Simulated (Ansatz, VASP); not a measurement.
This is a calculation of MoN2 for Ansatz 0.2.0.

File input.yaml:

```yaml
crystal:
  lattice:
    - [4.348053, 0.0, 0.0]
    - [0.0, 4.348053, 0.0]
    - [0.0, 0.0, 2.76746]
  atoms:
    - { symbol: Mo, position: [0.0, 0.0, 0.0] }
    - { symbol: Mo, position: [0.5, 0.5, 0.0] }
    - { symbol: "N", position: [0.611647, 0.888353, 0.5] }
    - { symbol: "N", position: [0.388353, 0.111647, 0.5] }
    - { symbol: "N", position: [0.111647, 0.611647, 0.5] }
    - { symbol: "N", position: [0.888353, 0.388353, 0.5] }
hamiltonian:
  xc: r2scan
  pseudopotentials: { kind: paw }
kpoints:
  mp_grid: { grid: [6, 6, 10] }
scf:
  occupations: { method: fermi_dirac, width: 0.05 }
output:
  forces: true
  stress: true
  eigenvalues: true
relax:
  f_tol: 0.01
  max_steps: 40
  cell: { stress_tol: 0.05 }
```

Potentials or basis: Ansatz PAW.

Launch:

```sh
$ ansatz run input.yaml --threads 2 --pin off --max-ram 5632MiB --backend cpu --events-out ev --progress --plain --runs-dir out
```

Question: Translate it to VASP 6.6.1. Potentials there: VASP PAW PBE potentials, release 64 (Mo_sv, N).

Answer: As run (the cutoff follows the program's own potentials):

Contents of POSCAR:

```
MoN2
1.0
    4.3480530000      0.0000000000      0.0000000000
    0.0000000000      4.3480530000      0.0000000000
    0.0000000000      0.0000000000      2.7674600000
Mo N
2 4
Direct
    0.0000000000      0.0000000000      0.0000000000
    0.5000000000      0.5000000000      0.0000000000
    0.6116470000      0.8883530000      0.5000000000
    0.3883530000      0.1116470000      0.5000000000
    0.1116470000      0.6116470000      0.5000000000
    0.8883530000      0.3883530000      0.5000000000
```

Contents of INCAR.step1:

```
SYSTEM = MoN2
  PREC = Accurate
  ENCUT = 600
  ISMEAR = -1
  SIGMA = 0.05
  LREAL = .FALSE.
  LASPH = .TRUE.
  NELM = 100
  GGA = PE
  ALGO = Normal
  EDIFF = 1E-4
  LWAVE = .TRUE.
  LCHARG = .FALSE.
```

INCAR.step2

```
SYSTEM = MoN2
  PREC = Accurate
  ENCUT = 600
  EDIFF = 1E-6
  ISMEAR = -1
  SIGMA = 0.05
  LREAL = .FALSE.
  LASPH = .TRUE.
  NELM = 100
  ALGO = Normal
  ISIF = 3
  LWAVE = .FALSE.
  LCHARG = .FALSE.
  METAGGA = R2SCAN
  LMIXTAU = .TRUE.
  IBRION = 2
  NSW = 60
  EDIFFG = -0.01
  ISTART = 1
```

The input KPOINTS:

```
Automatic mesh
0
G
  6 6 10
  0 0 0
```

Potentials or basis: VASP PAW PBE potentials, release 64 (Mo_sv, N).

Launch:

```sh
$ cat potpaw_PBE.64/Mo_sv/POTCAR potpaw_PBE.64/N/POTCAR > POTCAR
$ cp INCAR.step1 INCAR
$ mpirun -np 1 vasp_std > vasp.out
$ cp INCAR.step2 INCAR
$ mpirun -np 1 vasp_std > vasp.out
```

Both were run:

|  | VASP | Ansatz | Ansatz less VASP |
| --- | --- | --- | --- |
| gap on the k mesh at the Fermi level, each at its own relaxed structure (eV) | none | none | - |
| relaxed volume (Å³/atom) | 8.55 | 8.52 | -0.028 |
| relaxed cell length with the largest relative difference (Å) | 4.323 | 4.318 | -0.0050 |

VASP's potentials were made for PBE, not for r2SCAN. A gap of «none» marks a metal or a gap that the smearing closes.

Noted on Ansatz's run: the plane-wave basis is chosen anew once the cell has moved, so the energies of steps on either side of that aren't comparable.
